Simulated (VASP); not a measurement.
# MgH2 (F-43m) in VASP: relaxation of cell and atoms with PBE

Aim: the relaxation of cell and atoms of MgH2 with PBE.

All numbers are computed with VASP 6.6.1; they aren't measurements. Logs are shortened: lines on timing, memory, paths and dates and some standing lists are left out, and cuts for length are marked.

### Step 1. The cell of the first run

The structure is cubic, space group F-43m (No. 216). The conventional cell has a = 5.220 Å, b = 5.220 Å, c = 5.220 Å, α = 90.00°, β = 90.00°, γ = 90.00°. Mg (site symmetry -43m) has 10 H at 2.26 to 2.61 Å within 3.0 Å. Within 3.0 Å of H (site symmetry -43m) lie 4 Mg at 2.26 Å and 4 H at 2.26 Å. Within 3.0 Å of H (site symmetry -43m) lie 4 H at 2.26 Å and 6 Mg at 2.61 Å.

The cell was generated, and may not be a known phase.

### Step 2. Relaxation of cell and atoms, PBE

Contents of INCAR:

```
SYSTEM = MgH2
ALGO     = Normal         ! electronic algorithm
EDIFF    = 1E-7           ! SCF threshold, eV
EDIFFG   = -0.08          ! ionic threshold
ENCUT    = 840            ! plane-wave cutoff, eV
GGA      = PE             ! functional
GGA_COMPAT= .False.      
IBRION   = 2              ! ionic algorithm
ISIF     = 3              ! what is computed and relaxed
ISMEAR   = 0              ! smearing method
LASPH    = .True.         ! aspherical terms in the spheres
LCHARG   = .False.        ! write CHGCAR
LREAL    = .False.        ! projectors in reciprocal space
LWAVE    = .False.        ! write WAVECAR
NELM     = 120            ! most SCF steps
NELMIN   = 4            
NSW      = 36             ! ionic steps
PREC     = Accurate       ! precision mode
SIGMA    = 0.15           ! smearing width, eV
```

Contents of KPOINTS:

```
k-points
0
Gamma
  5 5 5
  0 0 0
```

Contents of POSCAR:

```
MgH2
1.0
    0.0000000000      2.6101326100      2.6101326100
    2.6101326100      0.0000000000      2.6101326100
    2.6101326100      2.6101326100      0.0000000000
Mg H
1 2
Direct
    0.2500000000      0.2500000000      0.2500000000
    0.0000000000      0.0000000000      0.0000000000
    0.7500000000      0.7500000000      0.7500000000
```

Potentials or basis: VASP PAW PBE potentials, release 64 (Mg_sv, H).

Launch:

```
$ cat potpaw_PBE.64/Mg_sv/POTCAR potpaw_PBE.64/H/POTCAR > POTCAR
$ mpirun -np 1 vasp_std > vasp.out
```

OUTCAR:

```text
SYSTEM = MgH2
   EDIFF = 1E-7
   EDIFFG = -0.08
   ENCUT = 840
   GGA = PE
   IBRION = 2
   ISIF = 3
   ISMEAR = 0
   LASPH = .True.
   LREAL = .False.
   NELM = 120
   NELMIN = 4
   NSW = 36
   PREC = Accurate

 ion  position               nearest neighbor table
   1  0.250  0.250  0.250-
   2  0.000  0.000  0.000-
   3  0.750  0.750  0.750-

  LATTYP: Found a face centered cubic cell.
 ALAT       =     5.2202652200

  Lattice vectors:

 A1 = (   0.0000000000,   2.6101326100,   2.6101326100)
 A2 = (   2.6101326100,   0.0000000000,   2.6101326100)
 A3 = (   2.6101326100,   2.6101326100,   0.0000000000)

Analysis of symmetry for initial positions (statically):
=====================================================================
 Subroutine PRICEL returns:
 Original cell was already a primitive cell.

 Routine SETGRP: Setting up the symmetry group for a
 face centered cubic supercell.

 Subroutine GETGRP returns: Found 24 space group operations
 (whereof 24 operations were pure point group operations)
 out of a pool of 48 trial point group operations.

The static configuration has the point symmetry T_d .

Analysis of symmetry for dynamics (positions and initial velocities):
=====================================================================
 Subroutine PRICEL returns:
 Original cell was already a primitive cell.

 Routine SETGRP: Setting up the symmetry group for a
 face centered cubic supercell.

 Subroutine GETGRP returns: Found 24 space group operations
 (whereof 24 operations were pure point group operations)
 out of a pool of 48 trial point group operations.

The dynamic configuration has the point symmetry T_d .

 Subroutine INISYM returns: Found 24 space group operations
 (whereof 24 operations are pure point group operations),
 and found     1 'primitive' translations

----------------------------------------------------------------------------------------

                                     Primitive cell

  volume of cell :      35.5646

  direct lattice vectors                    reciprocal lattice vectors
     0.000000000  2.610132610  2.610132610    -0.191561148  0.191561148  0.191561148
     2.610132610  0.000000000  2.610132610     0.191561148 -0.191561148  0.191561148
     2.610132610  2.610132610  0.000000000     0.191561148  0.191561148 -0.191561148

  length of vectors
     3.691284937  3.691284937  3.691284937     0.331793642  0.331793642  0.331793642

  position of ions in fractional coordinates (direct lattice)
     0.250000000  0.250000000  0.250000000
     0.000000000  0.000000000  0.000000000
     0.750000000  0.750000000  0.750000000

  ion indices of the primitive-cell ions
   primitive index   ion index
                 1           1
                 2           2
                 3           3

----------------------------------------------------------------------------------------

 KPOINTS: k-points

Automatic generation of k-mesh.
 Grid dimensions read from file:
 generate k-points for:    5    5    5

 Generating k-lattice:

  Cartesian coordinates                     Fractional coordinates (reciprocal lattice)
    -0.038312230  0.038312230  0.038312230     0.200000000  0.000000000  0.000000000
     0.038312230 -0.038312230  0.038312230     0.000000000  0.200000000  0.000000000
     0.038312230  0.038312230 -0.038312230     0.000000000  0.000000000  0.200000000

  Length of vectors
     0.066358728  0.066358728  0.066358728

  Shift w.r.t. Gamma in fractional coordinates (k-lattice)
     0.000000000  0.000000000  0.000000000

 Subroutine IBZKPT returns following result:
 ===========================================

 Found     10 irreducible k-points:

 Following reciprocal coordinates:
            Coordinates               Weight
  0.000000  0.000000  0.000000      1.000000
  0.200000  0.000000  0.000000      8.000000
  0.400000  0.000000  0.000000      8.000000
  0.200000  0.200000  0.000000      6.000000
  0.400000  0.200000  0.000000     24.000000
 -0.400000  0.200000  0.000000     24.000000
 -0.200000  0.200000  0.000000     12.000000
  0.400000  0.400000  0.000000      6.000000
 -0.400000  0.400000  0.000000     12.000000
 -0.400000  0.400000  0.200000     24.000000
   k-points           NKPTS =     10   k-points in BZ     NKDIM =     10   number of bands    NBANDS=     10
   number of dos      NEDOS =    301   number of ions     NIONS =      3
   total plane-waves  NPLWV =  46656
   dimension x,y,z NGX =    36 NGY =   36 NGZ =   36
   dimension x,y,z NGXF=    72 NGYF=   72 NGZF=   72
   ions per type =               1   2
   NGX,Y,Z   is equivalent  to a cutoff of  16.21, 16.21, 16.21 a.u.
   NGXF,Y,Z  is equivalent  to a cutoff of  32.43, 32.43, 32.43 a.u.
 SYSTEM =  MgH2
   PREC   = accura    normal or accurate (medium, high low for compatibility)
   ISTART =      0    job   : 0-new  1-cont  2-samecut
   ICHARG =      2    charge: 1-file 2-atom 10-const
   ISPIN  =      1    spin polarized calculation?
   LNONCOLLINEAR =      F non collinear calculations
   LSORBIT =      F    spin-orbit coupling
   LASPH  =      T    aspherical Exc in radial PAW
   ENCUT  =  840.0 eV  61.74 Ry    7.86 a.u.   8.72  8.72  8.72*2*pi/ulx,y,z
   NELM   =    120;   NELMIN=  4; NELMDL= -5     # of ELM steps
   EDIFF  = 0.1E-06   stopping-criterion for ELM
   LREAL  =      F    real-space projection
   EDIFFG = -.8E-01   stopping-criterion for IOM
   NSW    =     36    number of steps for IOM
   IBRION =      2    ionic relax: 0-MD 1-quasi-New 2-CG
   NFREE  =      1    steps in history (QN), initial steepest desc. (CG)
   ISIF   =      3    stress and relaxation
   ISYM   =      2    0-nonsym 1-usesym 2-fastsym
   POTIM  = 0.5000    time-step for ionic-motion
   TEBEG  =    0.0;   TEEND  =   0.0 temperature during run
   PSTRESS=    0.0 pullay stress
   NELECT =      12.0000    total number of electrons
   NUPDOWN=      -1.0000    fix difference up-down
   EMIN   =  10.00;   EMAX   =-10.00  energy-range for DOS
   EFERMI =   0.00;   METHOD = LEGACY
   ISMEAR =     0;   SIGMA  =   0.15  broadening in eV -4-tet -1-fermi 0-gaus
   EFERMI_NEDOS =   21; number of points for ismear=-14 and -15
   IALGO  =     38    algorithm
   IMIX   =      4    mixing-type and parameters
     AMIX     =   0.40;   BMIX     =  1.00
     AMIX_MAG =   1.60;   BMIX_MAG =  1.00
  volume/ion in A,a.u.               =      11.85        80.00
  Fermi-wavevector in a.u.,A,eV,Ry     =   1.139714  2.153748 17.673271  1.298949
  Thomas-Fermi vector in A             =   2.276417
   LORBIT       =      0    0 simple, 1 ext, 2 COOP (PROOUT), +10 PAW based schemes
   GGA     = PE    functional components
   LHFCALC =     F    Hartree Fock is set to
   AEXX    =    0.0000 exact exchange contribution
   IVDW    =     0    specifies the selected vdW correction
   LEPSILON=     F    determine dielectric tensor
   LRPA    =     F    only Hartree local field effects (RPA)
 conjugate gradient relaxation of ions
 non-spin polarized calculation
 Gauss-broadening in eV      SIGMA  =   0.15
  energy-cutoff  :      840.00
  volume of cell :       35.56
 maximum number of plane-waves:      1989
   NGX = 17   NGY = 17   NGZ = 17

--------------------------------------- Ionic step        1  -------------------------------------------

 number of electron      12.0000006 magnetization

 Free energy of the ion-electron system (eV)
  ---------------------------------------------------
  ext. energy  EPLUGINS =         0.00000000
  ---------------------------------------------------
  free energy    TOTEN  =        -6.99632878 eV

  energy without entropy =       -6.96923162  energy(sigma->0) =       -6.98278020

------------------------ aborting loop because EDIFF is reached ----------------------------------------

  FORCE on cell =-STRESS in cart. coord.  units (eV):
  Direction    XX          YY          ZZ          XY          YZ          ZX
  --------------------------------------------------------------------------------------
  -------------------------------------------------------------------------------------
  Total       -2.4273145     -2.4273145     -2.4273145      0.0000000     -0.0000000      0.0000000
  in kB     -109.3500326   -109.3500326   -109.3500326      0.0000000     -0.0000000      0.0000000
  external PRESSURE =    -109.3500326 kB  Pullay stress =       0.0000000 kB
[... 96 lines left out ...]
  energy  without entropy=       -7.3954734717  energy(sigma->0) =       -7.40732239

--------------------------------------- Ionic step        4  -------------------------------------------

 number of electron      12.0000002 magnetization

 E-fermi :   5.3049     XC(G=0): -10.5842

 val. band max:        4.0211588724   @ k =  -0.2000   0.2000   0.0000
 cond. band min:       5.3230904131   @ k =  -0.4000   0.4000   0.2000
 fundamental gap:      1.3019315407
 Fermi energy:         5.3049427389

 k-point     1 :       0.0000    0.0000    0.0000
  band No.  band energies     occupation
      1     -71.2215      2.00000
      2     -37.9483      2.00000
      3     -37.9483      2.00000
      4     -37.9483      2.00000
      5      -7.5891      2.00000
      6       8.7497      0.00000
      7      15.2233      0.00000
      8      16.1306      0.00000
      9      16.1306      0.00000
     10      16.1306      0.00000
[... 149 lines left out ...]
  energy  without entropy=       -7.0413059109  energy(sigma->0) =       -7.05320692

--------------------------------------- Ionic step        5  -------------------------------------------

 number of electron      12.0000004 magnetization

 Free energy of the ion-electron system (eV)
  ---------------------------------------------------
  ext. energy  EPLUGINS =         0.00000000
  ---------------------------------------------------
  free energy    TOTEN  =        -7.43661513 eV

  energy without entropy =       -7.41290238  energy(sigma->0) =       -7.42475875

 E-fermi :   3.5533     XC(G=0):  -9.5280

 val. band max:        2.3014705384   @ k =  -0.2000   0.2000   0.0000
 cond. band min:       3.5599639505   @ k =  -0.4000   0.4000   0.0000
 fundamental gap:      1.2584934121
 Fermi energy:         3.5533343738

 k-point     1 :       0.0000    0.0000    0.0000
  band No.  band energies     occupation
      1     -73.3589      2.00000
      2     -40.1038      2.00000
      3     -40.1038      2.00000
      4     -40.1038      2.00000
      5      -7.3425      2.00000
      6       5.8521      0.00000
      7      11.3016      0.00000
      8      13.1062      0.00000
      9      13.1062      0.00000
     10      13.1062      0.00000
[... 145 lines left out ...]
  FREE ENERGIE OF THE ION-ELECTRON SYSTEM (eV)
  ---------------------------------------------------
  free  energy   TOTEN  =        -7.4366151267 eV

  energy  without entropy=       -7.4129023807  energy(sigma->0) =       -7.42475875

 reached required accuracy - stopping structural energy minimisation
```

Wall time 50 s (1 thread of AMD EPYC 7R43 (Zen 3), shared host); peak memory 0.17 GiB.

Results:

```
Free energy                           : -7.4366 eV
Relaxed volume                        : 8.63 Å³/atom
Relaxed cell                          : a = 3.320 Å, b = 3.320 Å, c = 3.320 Å, α = 60.00°, β = 60.00°, γ = 60.00°
Space group after relaxing (to 0.1 Å) : F-43m (No. 216)
Energy gained by relaxing             : 146.8 meV/atom
Ionic steps                           : 5
Pressure after relaxing               : -0.8 GPa
Band gap on the k mesh                : zero (bands 6 and 7 overlap by 2.29 eV)
```

The path:
| step | energy change (eV) | largest force (eV/Å) | pressure (GPa) | volume (Å³) |
| --- | --- | --- | --- | --- |
| 1 | 0.0000 | 0.0000 | -10.94 | 35.56 |
| 2 | -0.2486 | 0.0000 | -8.68 | 31.56 |
| 3 | -0.4228 | 0.0000 | -3.39 | 27.18 |
| 4 | -0.0688 | 0.0000 | 24.99 | 19.68 |
| 5 | -0.4403 | 0.0000 | -0.83 | 25.89 |

Final structure:
```
CELL_PARAMETERS angstrom
0.00000 2.34794 2.34794
2.34794 0.00000 2.34794
2.34794 2.34794 0.00000
ATOMIC_POSITIONS crystal
Mg 0.25000 0.25000 0.25000
H 0.00000 0.00000 0.00000
H 0.75000 0.75000 0.75000
```

Caveat: the k points lie up to 0.46 Å⁻¹ apart in the final cell, too coarse for converged energies and pressures of a metal; the volume moved by over 15 % at a fixed basis, so the end points are rough.

The gap in the log of VASP goes by the Fermi energy; the results here count the filled bands.